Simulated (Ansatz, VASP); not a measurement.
One calculation of SiO2, two programs

```
Si O
1.0
     4.17580    0.00000    0.00000
     0.00000    4.17580    0.00000
     0.00000    0.00000    2.67330
Si O
2 4
Direct
  0.00000 0.00000 0.00000
  0.50000 0.50000 0.50000
  0.30546 0.30546 0.00000
  0.19454 0.80546 0.50000
  0.69454 0.69454 0.00000
  0.80546 0.19454 0.50000
```

Alike in both runs: task single point; functional PBE; k mesh 6 × 6 × 8; occupations gaussian, width 0.05 eV; no spin polarisation.

|  | VASP | Ansatz |
| --- | --- | --- |
| version | VASP 6.6.1 | Ansatz 0.2.0 |
| potentials or method | VASP PAW PBE potentials, release 64 (Si, O), cutoff 520 eV | scalar-relativistic, plane waves, PAW |
| valence electrons in the cell | 32 | 32 |

VASP gave:

* pressure (GPa): 10.2
* traceless stress, the component that is largest in VASP (GPa): 0.42
* rms of the force components (eV/Å): 0.007

Question: Which values does Ansatz return?

Answer: Pressure (GPa): 10.0; traceless stress, the component that is largest in VASP (GPa): 0.01; rms of the force components (eV/Å): 0.001.

Atom by atom the forces differ by 0.008 eV/Å (rms over components). The functional is the same, so the differences come from potentials, cutoffs and numerics.
